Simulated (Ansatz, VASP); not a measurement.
Te2Mo: VASP beside Ansatz

INCAR

```
PREC = Accurate
ENCUT = 520
EDIFF = 1E-7
ISMEAR = -1
SIGMA = 0.05
LREAL = False
LASPH = True
NELM = 80
ALGO = Normal
ISIF = 2
LWAVE = False
LCHARG = True
GGA = PE
LELF = True
LVHAR = True
NBANDS = 35
```

Contents of KPOINTS:

```
Automatic mesh
0
Gamma
  9 9 2
```

Contents of POSCAR:

```
Te2Mo
1.0
    3.4463798477      0.0000000000      0.0000000000
   -1.7231899238      2.9846524992      0.0000000000
    0.0000000000      0.0000000000     13.6883444487
Te Mo
4 2
Direct
    0.6666666667      0.3333333333      0.3790000000
    0.3333333333      0.6666666667      0.8790000000
    0.6666666667      0.3333333333      0.1210000000
    0.3333333333      0.6666666667      0.6210000000
    0.6666666667      0.3333333333      0.7500000000
    0.3333333333      0.6666666667      0.2500000000
```

input.yaml

```yaml
crystal:
  lattice:
    - [3.4463798477, 0.0, 0.0]
    - [-1.7231899238, 2.9846524992, 0.0]
    - [0.0, 0.0, 13.6883444487]
  atoms:
    - { symbol: Te, position: [0.6666666667, 0.3333333333, 0.379] }
    - { symbol: Te, position: [0.3333333333, 0.6666666667, 0.879] }
    - { symbol: Te, position: [0.6666666667, 0.3333333333, 0.121] }
    - { symbol: Te, position: [0.3333333333, 0.6666666667, 0.621] }
    - { symbol: Mo, position: [0.6666666667, 0.3333333333, 0.75] }
    - { symbol: Mo, position: [0.3333333333, 0.6666666667, 0.25] }
hamiltonian:
  xc: pbe
  pseudopotentials: { kind: paw, azcp: { folder: soft_1 } }
kpoints:
  mp_grid: { grid: [9, 9, 2] }
scf:
  occupations: { method: fermi_dirac, width: 0.05 }
output:
  forces: true
  stress: true
  eigenvalues: true
  write_density: true
  write_potential: true
  elf: true
  volumetric_format: npy
```

Alike in both runs: task single point; functional PBE; k mesh 9 × 9 × 2; occupations fermi-dirac, width 0.05 eV; no spin polarisation.

```csv
,VASP,Ansatz
version,VASP 6.6.1,Ansatz 0.2.0
potentials or method,"VASP PAW PBE potentials, release 64 (Te, Mo_sv)",Ansatz PAW soft_1
plane-wave cutoff (eV),520,420
valence electrons in the cell,52,92
```

```tsv
	VASP	Ansatz	Ansatz less VASP
gap on the k mesh at the Fermi level (eV)	0.74	0.74	+0.007
least direct gap on the mesh (eV)	1.13	1.13	+0.001
pressure (GPa)	10.5	10.5	-0.02
traceless stress, the component that is largest in VASP (GPa)	1.73	1.65	-0.077
rms of the force components (eV/Å)	0.537	0.527	-0.0099
```

Atom by atom the forces differ by 0.010 eV/Å (rms over components). VASP's potentials hold 52 valence electrons a cell and Ansatz's 92, so a difference there can come from the potentials and not from the codes.

Spin-orbit coupling is off throughout. Noted on Ansatz's run: odd divisions of the mesh miss points on the zone boundary, where band edges often lie, so the gap on the mesh can be too wide.
